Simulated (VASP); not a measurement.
# CO2 (Cmce) in VASP: further runs, part 2 of 2

VASP 6.6.1. The steps go on from the part before.

## 3. Single point, LDA

This run uses another cell than the first one, of 13.82 Å³/atom, 1.117 times its volume.

Input file INCAR:

```
SYSTEM = CO2
PREC = Accurate ; ENCUT = 520
EDIFF = 1E-6 ; ISMEAR = 0
SIGMA = 0.1 ; LREAL = .False.
LASPH = .True. ; NELM = 60
ALGO = Normal ; ISIF = 2
LWAVE = .False. ; LCHARG = .True.
LELF = .True. ; LVHAR = .True.
NBANDS = 25
```

Input file KPOINTS:

```
Automatic mesh
0
Gamma
  6 6 4
  0 0 0
```

Input file POSCAR:

```
CO2
1.0
    2.6359112300     -2.3873781200      0.0000000000
    2.6359112300      2.3873781200      0.0000000000
    0.0000000000      0.0000000000      6.5871749100
C O
2 4
Direct
    0.0000000000      0.0000000000      0.0000000000
    0.5000000000      0.5000000000      0.5000000000
    0.8065085700      0.1934914300      0.8918433900
    0.1934914300      0.8065085700      0.1081566100
    0.6934914300      0.3065085700      0.3918433900
    0.3065085700      0.6934914300      0.6081566100
```

Potentials or basis: VASP PAW LDA potentials, release 64 (C, O).

The run is started by

```console
$ cat potpaw_LDA.64/C/POTCAR potpaw_LDA.64/O/POTCAR > POTCAR
$ mpirun -np 1 vasp_std > vasp.out
```

OUTCAR:

```text
SYSTEM = CO2
   PREC = Accurate
   ENCUT = 520
   EDIFF = 1E-6
   ISMEAR = 0
   LREAL = .False.
   LASPH = .True.
   NELM = 60
   ISIF = 2

 ion  position               nearest neighbor table
   1  0.000  0.000  0.000-   3 1.17   4 1.17
   2  0.500  0.500  0.500-   5 1.17   6 1.17
   3  0.807  0.193  0.892-   1 1.17
   4  0.193  0.807  0.108-   1 1.17
   5  0.693  0.307  0.392-   2 1.17
   6  0.307  0.693  0.608-   2 1.17

  LATTYP: Found a base centered orthorhombic cell.
 ALAT       =     4.7747562400
 B/A-ratio  =     1.1041029521
 C/A-ratio  =     1.3795834968

  Lattice vectors:

 A1 = (  -2.6359112300,  -2.3873781200,   0.0000000000)
 A2 = (   2.6359112300,  -2.3873781200,   0.0000000000)
 A3 = (   0.0000000000,   0.0000000000,   6.5871749100)

Analysis of symmetry for initial positions (statically):
=====================================================================
 Subroutine PRICEL returns:
 Original cell was already a primitive cell.

 Routine SETGRP: Setting up the symmetry group for a
 base centered orthorhombic supercell.

[... 173 lines left out ...]
  free energy    TOTEN  =       -49.73073528 eV

  energy without entropy =      -49.73073528  energy(sigma->0) =      -49.73073528

 E-fermi :  -2.8800     XC(G=0):  -8.8468

 val. band max:       -3.3246196874   @ k =   0.5000   0.5000   0.0000
 cond. band min:       2.9768367403   @ k =   0.0000   0.0000   0.0000
 fundamental gap:      6.3014564278
 Fermi energy:        -2.8800476185

 k-point     1 :       0.0000    0.0000    0.0000
  band No.  band energies     occupation
      1     -23.9474      2.00000
      2     -23.7717      2.00000
      3     -22.7835      2.00000
      4     -22.7007      2.00000
      5      -8.4213      2.00000
      6      -8.3911      2.00000
[... 661 lines left out ...]
     24       9.8139      0.00000
     25      10.3076      0.00000

 [... further k-points ...]
[... 5 lines left out ...]
  --------------------------------------------------------------------------------------
  -------------------------------------------------------------------------------------
  Total       -0.6639807     -0.0835901     -0.5041232      0.0000000      0.0000000      0.0000000
  in kB      -12.8317195     -1.6154155     -9.7424028      0.0000000      0.0000000      0.0000000
  external PRESSURE =      -8.0631793 kB  Pullay stress =       0.0000000 kB

 VOLUME and BASIS-vectors are now :
 -----------------------------------------------------------------------------
  energy-cutoff  :      520.00
  volume of cell :       82.91
      direct lattice vectors                 reciprocal lattice vectors
     2.635911230 -2.387378120  0.000000000     0.189687723 -0.209434775  0.000000000
     2.635911230  2.387378120  0.000000000     0.189687723  0.209434775  0.000000000
     0.000000000  0.000000000  6.587174910     0.000000000  0.000000000  0.151810148

 POSITION                                       TOTAL-FORCE (eV/Angst)
 -----------------------------------------------------------------------------------
      0.00000      0.00000      0.00000         0.000000      0.000000      0.000000
      2.63591      0.00000      3.29359        -0.000000     -0.000000      0.000000
      2.63591     -1.46350      5.87473         0.000000      0.163478     -0.108095
      2.63591      1.46350      0.71245         0.000000     -0.163478      0.108095
      2.63591     -0.92387      2.58114         0.000000     -0.163478     -0.108095
      2.63591      0.92387      4.00603         0.000000      0.163478      0.108095
 -----------------------------------------------------------------------------------
    total drift:                                0.000000     -0.000000      0.000000

  FREE ENERGIE OF THE ION-ELECTRON SYSTEM (eV)
  ---------------------------------------------------
  free  energy   TOTEN  =       -49.7307352844 eV

  energy  without entropy=      -49.7307352844  energy(sigma->0) =      -49.73073528
```

Wall time 85 s (1 thread of Intel Xeon 6975P-C, shared host); peak memory 0.19 GiB.

Results:

- Free energy: -49.7307 eV
- Pressure: -0.8 GPa
- Largest force: 0.196 eV/Å
- Band gap on the k mesh: 6.30 eV, indirect (least direct gap 6.88 eV)

Forces on the atoms (eV/Å):
```
C    0.000  0.000  0.000
C    0.000  0.000  0.000
O    0.000  0.163 -0.108
O    0.000 -0.163  0.108
O    0.000 -0.163 -0.108
O    0.000  0.163  0.108
```

A k mesh can miss the band edges. Expect the measured gap to be larger: semilocal functionals such as LDA lack the derivative discontinuity.
